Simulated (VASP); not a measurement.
# Al9O in VASP: further runs

The runs below take Al9O through single point, with PBEsol.

All numbers are computed with VASP 6.6.1; they aren't measurements. Logs are shortened: lines on timing, memory, paths and dates and some standing lists are left out, and cuts for length are marked.

## Step 1: The cell of the first run

The cell holds a slab with vacuum, 10 atoms: a = 2.836 Å, b = 2.836 Å, c = 37.644 Å, α = 90.00°, β = 90.00°, γ = 120.00°.

## Step 2: Single point, PBEsol

File INCAR:

```
SYSTEM = Al9O
ALGO = Normal
DIPOL = 0.5 0.5 0.502
EDIFF = 1E-6
ENCUT = 520
GGA = PS
IDIPOL = 3
ISIF = 2
ISMEAR = 0
LASPH = .True.
LCHARG = .False.
LDIPOL = .True.
LREAL = .False.
LWAVE = .False.
NBANDS = 28
NELM = 60
PREC = Accurate
SIGMA = 0.1
```

File KPOINTS:

```
k-points
0
Gamma
  12 12 1
  0 0 0
```

File POSCAR:

```
Al9O
1.0
    2.8362844918      0.0000000000      0.0000000000
   -1.4181422459      2.4562944222      0.0000000000
    0.0000000000      0.0000000000     37.6442989108
Al O
9 1
Direct
    0.3333333333      0.6666666667      0.2257978033
    0.0000000000      0.0000000000      0.2877072406
    0.6666666667      0.3333333333      0.3496166779
    0.0000000000      0.0000000000      0.4115261153
    0.3333333333      0.6666666667      0.4730099501
    0.0000000000      0.0000000000      0.5347566996
    0.6666666667      0.3333333333      0.5971406850
    0.0000000000      0.0000000000      0.6587762569
    0.3333333333      0.6666666667      0.7189275571
    0.3333333333      0.6666666667      0.7634839119
```

Potentials or basis: VASP PAW PBE potentials, release 64 (Al, O).

Started as:

```bash
> cat potpaw_PBE.64/Al/POTCAR potpaw_PBE.64/O/POTCAR > POTCAR
> mpirun -np 1 vasp_std > vasp.out
```

OUTCAR:

```text
SYSTEM = Al9O
   EDIFF = 1E-6
   ENCUT = 520
   GGA = PS
   ISIF = 2
   ISMEAR = 0
   LASPH = .True.
   LREAL = .False.
   NELM = 60
   PREC = Accurate

 ion  position               nearest neighbor table
   1  0.333  0.667  0.226-   2 2.85   2 2.85   2 2.85
   2  0.000  0.000  0.288-   1 2.85   3 2.85   1 2.85   3 2.85   3 2.85   1 2.85
   3  0.667  0.333  0.350-   2 2.85   2 2.85   2 2.85   4 2.85   4 2.85   4 2.85
   4  0.000  0.000  0.412-   5 2.84   5 2.84   5 2.84   3 2.85   3 2.85   3 2.85
   5  0.333  0.667  0.473-   4 2.84   4 2.84   4 2.84   6 2.84   6 2.84   6 2.84
   6  0.000  0.000  0.535-   5 2.84   5 2.84   5 2.84   7 2.86   7 2.86   7 2.86
   7  0.667  0.333  0.597-   8 2.84   8 2.84   8 2.84   6 2.86   6 2.86   6 2.86
   8  0.000  0.000  0.659-   9 2.79   9 2.79   9 2.79   7 2.84   7 2.84   7 2.84
   9  0.333  0.667  0.719-  10 1.68   8 2.79   8 2.79   8 2.79
  10  0.333  0.667  0.763-   9 1.68

  LATTYP: Found a hexagonal cell.
 ALAT       =     2.8362844918
 C/A-ratio  =    13.2723988089

  Lattice vectors:

 A1 = (   2.8362844918,   0.0000000000,   0.0000000000)
 A2 = (  -1.4181422459,   2.4562944222,   0.0000000000)
 A3 = (   0.0000000000,   0.0000000000,  37.6442989108)

Analysis of symmetry for initial positions (statically):
=====================================================================
 Subroutine PRICEL returns:
 Original cell was already a primitive cell.

 Routine SETGRP: Setting up the symmetry group for a
 hexagonal supercell.

 Subroutine GETGRP returns: Found  6 space group operations
 (whereof  6 operations were pure point group operations)
 out of a pool of 24 trial point group operations.

The static configuration has the point symmetry C_3v.

Analysis of symmetry for dynamics (positions and initial velocities):
=====================================================================
 Subroutine PRICEL returns:
 Original cell was already a primitive cell.

 Routine SETGRP: Setting up the symmetry group for a
 hexagonal supercell.

 Subroutine GETGRP returns: Found  6 space group operations
 (whereof  6 operations were pure point group operations)
 out of a pool of 24 trial point group operations.

The dynamic configuration has the point symmetry C_3v.

 Subroutine INISYM returns: Found  6 space group operations
 (whereof  6 operations are pure point group operations),
 and found     1 'primitive' translations

[... 119 lines left out ...]
   ISMEAR =     0;   SIGMA  =   0.10  broadening in eV -4-tet -1-fermi 0-gaus
   EFERMI_NEDOS =   21; number of points for ismear=-14 and -15
   IALGO  =     38    algorithm
   IMIX   =      4    mixing-type and parameters
     AMIX     =   0.40;   BMIX     =  1.00
     AMIX_MAG =   1.60;   BMIX_MAG =  1.00
  volume/ion in A,a.u.               =      26.23       176.98
  Fermi-wavevector in a.u.,A,eV,Ry     =   0.820357  1.550250  9.156530  0.672986
  Thomas-Fermi vector in A             =   1.931325
   LORBIT       =      0    0 simple, 1 ext, 2 COOP (PROOUT), +10 PAW based schemes
   GGA     = PS    functional components
   LHFCALC =     F    Hartree Fock is set to
   AEXX    =    0.0000 exact exchange contribution
   IVDW    =     0    specifies the selected vdW correction
   LEPSILON=     F    determine dielectric tensor
   LRPA    =     F    only Hartree local field effects (RPA)
 non-spin polarized calculation
 Gauss-broadening in eV      SIGMA  =   0.10
  energy-cutoff  :      520.00
  volume of cell :      262.26
 maximum number of plane-waves:      7104
 NGX is ok and might be reduce to    24
   NGX = 11   NGY = 11   NGZ =139

 number of electron      33.0000006 magnetization

 dipolmoment           0.000000      0.000000      0.218509 electrons x Angstroem

 Free energy of the ion-electron system (eV)
  ---------------------------------------------------
  ext. energy  EPLUGINS =         0.00000000
  ---------------------------------------------------
  free energy    TOTEN  =       -41.30239297 eV

  energy without entropy =      -41.27551832  energy(sigma->0) =      -41.28895564

 E-fermi :   1.5165     XC(G=0):  -6.5307

 val. band max:        1.4914911705   @ k =   0.2500   0.1667   0.0000
 cond. band min:       1.5549757933   @ k =   0.3333   0.0833   0.0000
 fundamental gap:      0.0634846228
 Fermi energy:         1.5164549510

 k-point     1 :       0.0000    0.0000    0.0000
  band No.  band energies     occupation
      1     -15.3993      2.00000
      2      -9.6435      2.00000
      3      -9.3904      2.00000
      4      -9.0075      2.00000
      5      -8.4423      2.00000
      6      -7.7209      2.00000
[... 578 lines left out ...]
     27       3.3789      0.00000
     28       3.5655      0.00000

------------------------ aborting loop because EDIFF is reached ----------------------------------------

 vacuum level on the upper side and lower side of the slab       (xc-potential included)         2.578        -3.033

  FORCE on cell =-STRESS in cart. coord.  units (eV):
  Direction    XX          YY          ZZ          XY          YZ          ZX
  --------------------------------------------------------------------------------------
  -------------------------------------------------------------------------------------
  Total        0.4649355      0.4649355      0.2016309     -0.0000000      0.0000000      0.0000000
  in kB        2.8403633      2.8403633      1.2317946     -0.0000000      0.0000000      0.0000000
  external PRESSURE =       2.3041737 kB  Pullay stress =       0.0000000 kB

 VOLUME and BASIS-vectors are now :
 -----------------------------------------------------------------------------
  energy-cutoff  :      520.00
  volume of cell :      262.26
      direct lattice vectors                 reciprocal lattice vectors
     2.836284492  0.000000000  0.000000000     0.352573941  0.203558660  0.000000000
    -1.418142246  2.456294422  0.000000000     0.000000000  0.407117319  0.000000000
     0.000000000  0.000000000 37.644298911     0.000000000  0.000000000  0.026564447

 POSITION                                       TOTAL-FORCE (eV/Angst)
 -----------------------------------------------------------------------------------
     -0.00000      1.63753      8.50000         0.000000     -0.000000     -0.040128
      0.00000      0.00000     10.83054         0.000000     -0.000000      0.094933
      1.41814      0.81876     13.16107         0.000000      0.000000     -0.048034
      0.00000      0.00000     15.49161         0.000000     -0.000000     -0.010653
     -0.00000      1.63753     17.80613         0.000000     -0.000000      0.000394
      0.00000      0.00000     20.13054         0.000000     -0.000000      0.002003
      1.41814      0.81876     22.47894         0.000000      0.000000     -0.001832
      0.00000      0.00000     24.79917         0.000000     -0.000000      0.000628
     -0.00000      1.63753     27.06352        -0.000000     -0.000000     -0.132444
     -0.00000      1.63753     28.74082        -0.000000     -0.000000      0.135134
 -----------------------------------------------------------------------------------
    total drift:                                0.000000     -0.000000      0.000329

  FREE ENERGIE OF THE ION-ELECTRON SYSTEM (eV)
  ---------------------------------------------------
  free  energy   TOTEN  =       -41.3023929675 eV

  energy  without entropy=      -41.2755183191  energy(sigma->0) =      -41.28895564

 vacuum level on the upper side and lower side of the slab        11.133         5.451
```

Run time: 6.3 min. Hardware: 1 thread of Intel Xeon 6975P-C (Granite Rapids), shared host; peak memory 0.44 GiB.

What came out:

```
Free energy            : -41.3024 eV
Largest force          : 0.135 eV/Å
Band gap on the k mesh : zero (an odd number of electrons rules out a gap without spin polarisation)
```

Forces in eV/Å, atoms in the order of the input:
```
Al   0.000  0.000 -0.040
Al   0.000  0.000  0.095
Al   0.000  0.000 -0.048
Al   0.000  0.000 -0.011
Al   0.000  0.000  0.000
Al   0.000  0.000  0.002
Al   0.000  0.000 -0.002
Al   0.000  0.000  0.001
Al   0.000  0.000 -0.132
O    0.000  0.000  0.135
```

Levels at points of the mesh, in eV from the Fermi level:
```
           k point  band 12  band 13  band 14  band 15  band 16  band 17  band 18  band 19  band 20  band 21
(0.00, 0.00, 0.00)    -2.56    -1.39    -0.04     0.40     0.40     1.46     2.96     4.04     4.94     5.93
(0.50, 0.00, 0.00)    -2.92    -2.58    -2.24    -1.85    -1.39    -1.03    -0.23    -0.21    -0.05     1.12
```

Caveat: the PAW data sets were made with another functional, which shifts forces and pressure a little; an odd number of electrons without spin polarisation forces a metal; a magnetic or distorted state may lie lower.

## Step 3: Single point, PBEsol

File INCAR:

```
PREC = Accurate
ENCUT = 520
EDIFF = 1E-6
ISMEAR = 0
SIGMA = 0.1
LREAL = F
LASPH = T
NELM = 100
ALGO = Normal
ISIF = 2
LWAVE = F
LCHARG = F
LDIPOL = T
IDIPOL = 3
DIPOL = 0.5 0.5 0.500
GGA = PS
NBANDS = 28
```

File KPOINTS:

```
regular mesh
0
Gamma
  12 12 1
```

File POSCAR:

```
Al9O
1.0
    2.8362844918      0.0000000000      0.0000000000
   -1.4181422459      2.4562944222      0.0000000000
    0.0000000000      0.0000000000     37.6442989108
Al O
9 1
Direct
    0.3333333333      0.6666666667      0.2257978033
    0.0000000000      0.0000000000      0.2877072406
    0.6666666667      0.3333333333      0.3496166779
    0.0000000000      0.0000000000      0.4115261153
    0.3333333333      0.6666666667      0.4728771358
    0.0000000000      0.0000000000      0.5347173732
    0.6666666667      0.3333333333      0.5966306084
    0.0000000000      0.0000000000      0.6577686355
    0.3333333333      0.6666666667      0.7216331904
    0.0000000000      0.0000000000      0.7413197418
```

Potentials or basis: VASP PAW PBE potentials, release 64 (Al, O).

Started as:

```bash
> cat potpaw_PBE.64/Al/POTCAR potpaw_PBE.64/O/POTCAR > POTCAR
> mpirun -np 1 vasp_std > vasp.out
```

OUTCAR:

```text
PREC = Accurate
   ENCUT = 520
   EDIFF = 1E-6
   ISMEAR = 0
   LREAL = F
   LASPH = T
   NELM = 100
   ISIF = 2
   GGA = PS

 ion  position               nearest neighbor table
   1  0.333  0.667  0.226-   2 2.85   2 2.85   2 2.85
   2  0.000  0.000  0.288-   1 2.85   3 2.85   1 2.85   3 2.85   3 2.85   1 2.85
   3  0.667  0.333  0.350-   2 2.85   2 2.85   2 2.85   4 2.85   4 2.85   4 2.85
   4  0.000  0.000  0.412-   5 2.83   5 2.83   5 2.83   3 2.85   3 2.85   3 2.85
   5  0.333  0.667  0.473-   4 2.83   4 2.83   4 2.83   6 2.85   6 2.85   6 2.85
   6  0.000  0.000  0.535-   5 2.85   5 2.85   5 2.85   7 2.85   7 2.85   7 2.85
   7  0.667  0.333  0.597-   8 2.82   8 2.82   8 2.82   6 2.85   6 2.85   6 2.85
   8  0.000  0.000  0.658-   7 2.82   7 2.82   7 2.82   9 2.91   9 2.91   9 2.91
   9  0.333  0.667  0.722-  10 1.80  10 1.80  10 1.80   8 2.91   8 2.91   8 2.91
  10  0.000  0.000  0.741-   9 1.80   9 1.80   9 1.80

  LATTYP: Found a hexagonal cell.
 ALAT       =     2.8362844918
 C/A-ratio  =    13.2723988089

  Lattice vectors:

 A1 = (   2.8362844918,   0.0000000000,   0.0000000000)
 A2 = (  -1.4181422459,   2.4562944222,   0.0000000000)
 A3 = (   0.0000000000,   0.0000000000,  37.6442989108)

Analysis of symmetry for initial positions (statically):
=====================================================================
 Subroutine PRICEL returns:
 Original cell was already a primitive cell.

 Routine SETGRP: Setting up the symmetry group for a
 hexagonal supercell.

 Subroutine GETGRP returns: Found  6 space group operations
 (whereof  6 operations were pure point group operations)
 out of a pool of 24 trial point group operations.

The static configuration has the point symmetry C_3v.

Analysis of symmetry for dynamics (positions and initial velocities):
=====================================================================
 Subroutine PRICEL returns:
 Original cell was already a primitive cell.

[... 151 lines left out ...]
  volume of cell :      262.26
 maximum number of plane-waves:      7104
 NGX is ok and might be reduce to    24
   NGX = 11   NGY = 11   NGZ =139

 dipolmoment           0.000000      0.000000     -0.096700 electrons x Angstroem

 number of electron      32.9999998 magnetization

 dipolmoment           0.000000      0.000000      0.026270 electrons x Angstroem

 Free energy of the ion-electron system (eV)
  ---------------------------------------------------
  ext. energy  EPLUGINS =         0.00000000
  ---------------------------------------------------
  free energy    TOTEN  =       -45.76024161 eV

  energy without entropy =      -45.73891710  energy(sigma->0) =      -45.74957936

 E-fermi :   2.8252     XC(G=0):  -6.3898

 val. band max:        2.7715441355   @ k =   0.3333   0.3333   0.0000
 cond. band min:       2.8352242746   @ k =   0.3333   0.1667   0.0000
 fundamental gap:      0.0636801391
 Fermi energy:         2.8251891818

 k-point     1 :       0.0000    0.0000    0.0000
  band No.  band energies     occupation
      1     -18.7794      2.00000
      2      -8.3605      2.00000
      3      -8.1005      2.00000
      4      -7.6976      2.00000
      5      -7.1181      2.00000
      6      -6.4078      2.00000
[... 578 lines left out ...]
     27       4.8167      0.00000
     28       4.8385      0.00000

------------------------ aborting loop because EDIFF is reached ----------------------------------------

 vacuum level on the upper side and lower side of the slab       (xc-potential included)         0.251        -0.352

  FORCE on cell =-STRESS in cart. coord.  units (eV):
  Direction    XX          YY          ZZ          XY          YZ          ZX
  --------------------------------------------------------------------------------------
  -------------------------------------------------------------------------------------
  Total        1.3513158      1.3513158     -0.0083739      0.0000000      0.0000000      0.0000000
  in kB        8.2553976      8.2553976     -0.0511576      0.0000000      0.0000000      0.0000000
  external PRESSURE =       5.4865459 kB  Pullay stress =       0.0000000 kB

 VOLUME and BASIS-vectors are now :
 -----------------------------------------------------------------------------
  energy-cutoff  :      520.00
  volume of cell :      262.26
      direct lattice vectors                 reciprocal lattice vectors
     2.836284492  0.000000000  0.000000000     0.352573941  0.203558660  0.000000000
    -1.418142246  2.456294422  0.000000000     0.000000000  0.407117319  0.000000000
     0.000000000  0.000000000 37.644298911     0.000000000  0.000000000  0.026564447

 POSITION                                       TOTAL-FORCE (eV/Angst)
 -----------------------------------------------------------------------------------
     -0.00000      1.63753      8.50000        -0.000000     -0.000000     -0.038997
      0.00000      0.00000     10.83054        -0.000000     -0.000000      0.075366
      1.41814      0.81876     13.16107        -0.000000     -0.000000     -0.047057
      0.00000      0.00000     15.49161         0.000000     -0.000000      0.008199
     -0.00000      1.63753     17.80113         0.000000     -0.000000      0.004319
      0.00000      0.00000     20.12906        -0.000000     -0.000000     -0.003948
      1.41814      0.81876     22.45974        -0.000000      0.000000      0.001112
      0.00000      0.00000     24.76124         0.000000      0.000000      0.003384
     -0.00000      1.63753     27.16538         0.000000     -0.000000      0.004996
      0.00000      0.00000     27.90646        -0.000000     -0.000000     -0.007375
 -----------------------------------------------------------------------------------
    total drift:                               -0.000000      0.000000      0.000935

  FREE ENERGIE OF THE ION-ELECTRON SYSTEM (eV)
  ---------------------------------------------------
  free  energy   TOTEN  =       -45.7602416121 eV

  energy  without entropy=      -45.7389170985  energy(sigma->0) =      -45.74957936

 vacuum level on the upper side and lower side of the slab         7.588         6.908
```

Run time: 3.9 min. Hardware: 1 thread of Intel Xeon 6975P-C (Granite Rapids), shared host; peak memory 0.44 GiB.

What came out:

* Free energy: -45.7602 eV
* Largest force: 0.075 eV/Å
* Band gap on the k mesh: zero (an odd number of electrons rules out a gap without spin polarisation)

Forces in eV/Å, atoms in the order of the input:
```
Al   0.000  0.000 -0.039
Al   0.000  0.000  0.075
Al   0.000  0.000 -0.047
Al   0.000  0.000  0.008
Al   0.000  0.000  0.004
Al   0.000  0.000 -0.004
Al   0.000  0.000  0.001
Al   0.000  0.000  0.003
Al   0.000  0.000  0.005
O    0.000  0.000 -0.007
```

Caveat: the PAW data sets were made with another functional, which shifts forces and pressure a little; an odd number of electrons without spin polarisation forces a metal; a magnetic or distorted state may lie lower.

## Step 4: Single point, PBEsol

File INCAR:

```
  PREC = Accurate
  ENCUT = 520
  EDIFF = 1E-6
  ISMEAR = 0
  SIGMA = 0.1
  LREAL = F
  LASPH = T
  NELM = 100
  ALGO = Normal
  ISIF = 2
  LWAVE = F
  LCHARG = F
  LDIPOL = T
  IDIPOL = 3
  DIPOL = 0.5 0.5 0.500
  GGA = PS
  NBANDS = 28
```

File KPOINTS:

```
Automatic mesh
0
Gamma
  12 12 1
```

File POSCAR:

```
Al9O
1.0
    2.8362844918      0.0000000000      0.0000000000
   -1.4181422459      2.4562944222      0.0000000000
    0.0000000000      0.0000000000     37.6442989108
Al O
9 1
Direct
    0.3333333333      0.6666666667      0.2257978033
    0.0000000000      0.0000000000      0.2877072406
    0.6666666666      0.3333333333      0.3496166779
    0.0000000000      0.0000000000      0.4115261153
    0.3352375550      0.6704751099      0.4728217647
    0.0036596343      0.0073192686      0.5343751274
    0.6715430771      0.3430861542      0.5966161711
    0.0059467228      0.0118934456      0.6572932364
    0.3389963306      0.6779926613      0.7200342965
   -0.3277053707     -0.6554107414      0.7393279380
```

Started as:

```bash
> cat potpaw_PBE.64/Al/POTCAR potpaw_PBE.64/O/POTCAR > POTCAR
> mpirun -np 1 vasp_std > vasp.out
```

Wall time 12 min (1 thread of Intel Xeon 6975P-C (Granite Rapids), shared host); peak memory 0.52 GiB.

Results (log left out):

| Property | Result |
| --- | --- |
| Free energy | -45.9342 eV |
| Largest force | 0.060 eV/Å |
| Band gap on the k mesh | zero (an odd number of electrons rules out a gap without spin polarisation) |

Forces in eV/Å, atoms in the order of the input:
```
Al   0.000  0.000 -0.019
Al   0.000  0.000  0.060
Al   0.000  0.000 -0.037
Al   0.000  0.003 -0.006
Al   0.000  0.000  0.005
Al   0.000 -0.001  0.002
Al   0.000 -0.001 -0.015
Al   0.000 -0.003  0.001
Al   0.000 -0.002  0.003
O    0.000  0.004  0.006
```

Levels at points of the mesh, in eV from the Fermi level:
```tsv
k point	band 12	band 13	band 14	band 15	band 16	band 17	band 18	band 19	band 20	band 21
(0.00, 0.00, 0.00)	-4.69	-4.09	-2.64	-1.14	0.45	2.00	3.33	4.14	4.73	4.86
(0.50, 0.00, 0.00)	-3.87	-3.13	-2.90	-2.33	-2.13	-1.10	-0.90	-0.08	0.21	1.20
(0.00, 0.50, 0.00)	-3.87	-3.14	-2.89	-2.34	-2.12	-1.11	-0.89	-0.07	0.21	1.21
```

Caveat: the PAW data sets were made with another functional, which shifts forces and pressure a little; an odd number of electrons without spin polarisation forces a metal; a magnetic or distorted state may lie lower.

## Step 5: The runs side by side

| cell | gap on the mesh (eV) | largest force (eV/Å) |
| --- | --- | --- |
| as given, atomic positions A | none | 0.14 |
| as given, atomic positions B | none | 0.08 |
| as given, atomic positions C | none | 0.06 |

Alike in all rows: task single point; level PBEsol; potentials or basis VASP PAW PBE potentials, release 64 (Al, O); no spin polarisation; k mesh 12 × 12 × 1; cutoff (eV) 520; smearing gaussian 0.1 eV.

Caveats: the PAW data sets were made with another functional, which shifts forces and pressure a little; an odd number of electrons without spin polarisation forces a metal; a magnetic or distorted state may lie lower.

Total energies depend on the potentials used, so only differences within one code and one set of settings carry meaning.
